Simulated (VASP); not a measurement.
# TiClF (Pmmn) in VASP: single point with r2SCAN

Aim: the single point of TiClF with r2SCAN.

Everything below comes from runs of VASP 6.6.1. Logs are shortened: lines on timing, memory, paths and dates and some standing lists are left out, and cuts for length are marked.

### Step 1. The cell of the first run

It takes space group Pmmn (No. 59, orthorhombic). The conventional cell has a = 3.345 Å, b = 4.043 Å, c = 8.012 Å, α = 90.00°, β = 90.00°, γ = 90.00°. Within 3.5 Å of Cl (site symmetry mm2) lie 2 Ti at 2.49 Å and 5 F at 3.04 to 3.45 Å and 2 Cl at 3.35 Å. F (site symmetry mm2) has 4 Ti at 2.06 Å and 4 F at 2.74 Å within 2.8 Å. Ti (site symmetry mm2) has 4 F at 2.06 Å and 2 Cl at 2.49 Å within 2.7 Å.

### Step 2. Single point, r2SCAN, collinear spin

The input, POSCAR:

```
TiClF
1.0
    4.0426371700      0.0000000000      0.0000000000
    0.0000000000      3.3454184200      0.0000000000
    0.0000000000      0.0000000000      8.0123697700
Cl F Ti
2 2 2
Direct
    0.0000000000      0.0000000000      0.3300000000
    0.5000000000      0.5000000000      0.6700000000
    0.0000000000      0.0000000000      0.9500000000
    0.5000000000      0.5000000000      0.0500000000
    0.0000000000      0.5000000000      0.1000000000
    0.5000000000      0.0000000000      0.9000000000
```

The input, INCAR.step1:

```
ALGO = Normal ; EDIFF = 1E-4
ENCUT = 520 ; GGA = PE
ISMEAR = 0 ; ISPIN = 2
ISYM = 0 ; LASPH = True
LCHARG = False ; LMAXMIX = 4
LREAL = False ; LWAVE = True
MAGMOM = 0.01 -0.01 0.01 -0.01 1.35 -1.35 ; NBANDS = 39
NELM = 150 ; PREC = Accurate
SIGMA = 0.0407
```

The input, INCAR.step2:

```
ALGO = Normal ; EDIFF = 1E-7
ENCUT = 520 ; ISIF = 2
ISMEAR = 0 ; ISPIN = 2
ISTART = 1 ; ISYM = 0
LASPH = True ; LCHARG = False
LMAXMIX = 4 ; LMIXTAU = True
LORBIT = 11 ; LREAL = False
LWAVE = False ; MAGMOM = 0.01 -0.01 0.01 -0.01 1.35 -1.35
METAGGA = R2SCAN ; NBANDS = 39
NELM = 150 ; PREC = Accurate
SIGMA = 0.0407
```

The input, KPOINTS:

```
k-points
0
Gamma
  5 6 3
```

Potentials or basis: VASP PAW PBE potentials, release 64 (Cl, F, Ti_sv).

Started as:

```bash
$ cat potpaw_PBE.64/Cl/POTCAR potpaw_PBE.64/F/POTCAR potpaw_PBE.64/Ti_sv/POTCAR > POTCAR
$ cp INCAR.step1 INCAR
$ mpirun -np 1 vasp_std > vasp.out
$ cp INCAR.step2 INCAR
$ mpirun -np 1 vasp_std > vasp.out
```

OUTCAR:

```text
EDIFF = 1E-7
   ENCUT = 520
   ISIF = 2
   ISMEAR = 0
   ISPIN = 2
   ISTART = 1
   ISYM = 0
   LASPH = True
   LORBIT = 11
   LREAL = False
   METAGGA = R2SCAN
   NELM = 150
   PREC = Accurate

 ion  position               nearest neighbor table
   1  0.000  0.000  0.330-   5 2.49   5 2.49
   2  0.500  0.500  0.670-   6 2.49   6 2.49
   3  0.000  0.000  0.950-   5 2.06   5 2.06   6 2.06   6 2.06
   4  0.500  0.500  0.050-   6 2.06   6 2.06   5 2.06   5 2.06
   5  0.000  0.500  0.100-   3 2.06   3 2.06   4 2.06   4 2.06   1 2.49   1 2.49
   6  0.500  0.000  0.900-   4 2.06   4 2.06   3 2.06   3 2.06   2 2.49   2 2.49

IMPORTANT INFORMATION: All symmetrisations will be switched off!
NOSYMM: (Re-)initialisation of all symmetry stuff for point group C_1.

----------------------------------------------------------------------------------------

                                     Primitive cell

  volume of cell :     108.3618

  direct lattice vectors                    reciprocal lattice vectors
     4.042637170  0.000000000  0.000000000     0.247363282  0.000000000  0.000000000
     0.000000000  3.345418420  0.000000000     0.000000000  0.298916271  0.000000000
     0.000000000  0.000000000  8.012369770     0.000000000  0.000000000  0.124807021

  length of vectors
     4.042637170  3.345418420  8.012369770     0.247363282  0.298916271  0.124807021

  position of ions in fractional coordinates (direct lattice)
     0.000000000  0.000000000  0.330000000
     0.500000000  0.500000000  0.670000000
     0.000000000  0.000000000  0.950000000
     0.500000000  0.500000000  0.050000000
     0.000000000  0.500000000  0.100000000
     0.500000000  0.000000000  0.900000000

  ion indices of the primitive-cell ions
   primitive index   ion index
                 1           1
                 2           2
                 3           3
                 4           4
                 5           5
                 6           6

----------------------------------------------------------------------------------------

 KPOINTS: k-points

Automatic generation of k-mesh.
 Grid dimensions read from file:
 generate k-points for:    5    6    3

 Generating k-lattice:

  Cartesian coordinates                     Fractional coordinates (reciprocal lattice)
     0.049472656  0.000000000  0.000000000     0.200000000  0.000000000  0.000000000
     0.000000000  0.049819379  0.000000000     0.000000000  0.166666667  0.000000000
     0.000000000  0.000000000  0.041602340     0.000000000  0.000000000  0.333333333

  Length of vectors
     0.049472656  0.049819379  0.041602340

  Shift w.r.t. Gamma in fractional coordinates (k-lattice)
     0.000000000  0.000000000  0.000000000

[... 92 lines left out ...]

 Free energy of the ion-electron system (eV)
  ---------------------------------------------------
  ext. energy  EPLUGINS =         0.00000000
  ---------------------------------------------------
  free energy    TOTEN  =       -57.03982243 eV

  energy without entropy =      -57.03982241  energy(sigma->0) =      -57.03982242

 E-fermi :   4.9457     XC(G=0):  -9.7039

 val. band max:        4.8170535832   @ k =   0.0000   0.5000   0.0000
 cond. band min:       5.0753296403   @ k =   0.0000   0.5000   0.0000
 fundamental gap:      0.2582760571
 Fermi energy:         4.9456929607

 spin component 1

 k-point     1 :       0.0000    0.0000    0.0000
  band No.  band energies     occupation
      1     -55.4113      1.00000
      2     -53.6878      1.00000
      3     -30.9494      1.00000
      4     -30.8758      1.00000
      5     -30.7148      1.00000
      6     -29.3997      1.00000
[... 973 lines left out ...]
     37      11.8689      0.00000
     38      12.5842      0.00000

 [... further k-points ...]

 spin component 2

 k-point     1 :       0.0000    0.0000    0.0000
  band No.  band energies     occupation
      1     -55.4113      1.00000
      2     -53.6878      1.00000
      3     -30.9494      1.00000
      4     -30.8759      1.00000
      5     -30.7148      1.00000
      6     -29.3997      1.00000
[... 973 lines left out ...]
     37      11.8690      0.00000
     38      12.5841      0.00000

 [... further k-points ...]

 [bands above 38 left out]

------------------------ aborting loop because EDIFF is reached ----------------------------------------

  FORCE on cell =-STRESS in cart. coord.  units (eV):
  Direction    XX          YY          ZZ          XY          YZ          ZX
  --------------------------------------------------------------------------------------
  -------------------------------------------------------------------------------------
  Total        7.4561693      9.3334632      1.5882611     -0.0000001     -0.0000006     -0.0001556
  in kB      110.2427780    137.9994037     23.4831464     -0.0000009     -0.0000086     -0.0023000
  external PRESSURE =      90.5751093 kB  Pullay stress =       0.0000000 kB

 VOLUME and BASIS-vectors are now :
 -----------------------------------------------------------------------------
  energy-cutoff  :      520.00
  volume of cell :      108.36
      direct lattice vectors                 reciprocal lattice vectors
     4.042637170  0.000000000  0.000000000     0.247363282  0.000000000  0.000000000
     0.000000000  3.345418420  0.000000000     0.000000000  0.298916271  0.000000000
     0.000000000  0.000000000  8.012369770     0.000000000  0.000000000  0.124807021

 POSITION                                       TOTAL-FORCE (eV/Angst)
 -----------------------------------------------------------------------------------
      0.00000      0.00000      2.64408         0.000011     -0.000000     -0.835057
      2.02132      1.67271      5.36829         0.000013      0.000000      0.835003
      0.00000      0.00000      7.61175         0.000011      0.000000     -1.009283
      2.02132      1.67271      0.40062        -0.000131     -0.000000      1.009334
      0.00000      1.67271      0.80124         0.000027      0.000000      3.162219
      2.02132      0.00000      7.21113         0.000069      0.000000     -3.162215
 -----------------------------------------------------------------------------------
    total drift:                               -0.000099      0.000000     -0.000007

  FREE ENERGIE OF THE ION-ELECTRON SYSTEM (eV)
  ---------------------------------------------------
  free  energy   TOTEN  =       -57.0398224297 eV

  energy  without entropy=      -57.0398224059  energy(sigma->0) =      -57.03982242

 total charge

# of ion       s       p       d       tot
------------------------------------------
    1        1.608   3.565   0.000   5.172
    2        1.608   3.565   0.000   5.172
    3        1.742   4.461   0.000   6.202
    4        1.742   4.461   0.000   6.202
    5        2.112   6.092   2.090  10.294
    6        2.112   6.092   2.090  10.294
--------------------------------------------------
tot         10.921  28.235   4.180  43.337

 magnetization (x)

# of ion       s       p       d       tot
------------------------------------------
    1        0.000   0.004   0.000   0.004
    2       -0.000  -0.004   0.000  -0.004
    3        0.000   0.017   0.000   0.017
    4       -0.000  -0.017   0.000  -0.017
    5        0.012   0.011   1.529   1.552
    6       -0.012  -0.011  -1.529  -1.552
--------------------------------------------------
tot          0.000  -0.000  -0.000  -0.000
```

OUTCAR.step1:

```text
EDIFF = 1E-4
   ENCUT = 520
   GGA = PE
   ISMEAR = 0
[... 2179 lines left out ...]
      0.00000      0.00000      7.61175        -0.000016     -0.000005     -1.722764
      2.02132      1.67271      0.40062         0.000053      0.000003      1.721370
      0.00000      1.67271      0.80124        -0.000028     -0.000000      2.614979
      2.02132      0.00000      7.21113        -0.000021     -0.000011     -2.614149
 -----------------------------------------------------------------------------------
    total drift:                                0.000003      0.000003     -0.001073

  FREE ENERGIE OF THE ION-ELECTRON SYSTEM (eV)
  ---------------------------------------------------
  free  energy   TOTEN  =       -33.5238916952 eV

  energy  without entropy=      -33.5209988720  energy(sigma->0) =      -33.52244528
```

Run time: 70 min. Hardware: 1 thread of Oxide Virtual Turin-like, shared host; peak memory 0.43 GiB.

Results:

| Item | Value |
| --- | --- |
| Free energy | -57.0398 eV |
| Pressure | 9.1 GPa |
| Largest force | 3.162 eV/Å |
| Band gap on the k mesh | 0.26 eV |
| Net moment | 0.00 μB per cell |
| Site moments | Cl +0.00, -0.00; F +0.02, -0.02; Ti +1.55, -1.55 μB |
| Valence electrons inside the program's atomic spheres | Cl 5.17; F 6.20; Ti 10.29 |

Forces on the atoms (eV/Å):
```
Cl   0.000  0.000 -0.835
Cl   0.000  0.000  0.835
F    0.000  0.000 -1.009
F    0.000  0.000  1.009
Ti   0.000  0.000  3.162
Ti   0.000  0.000 -3.162
```

Caveat: the stress differs along the axes, from 2 to 14 GPa; semilocal functionals underestimate gaps, and a narrow one can read as zero; the PAW data sets were made with another functional, which shifts forces and pressure a little. A k mesh can miss the band edges.
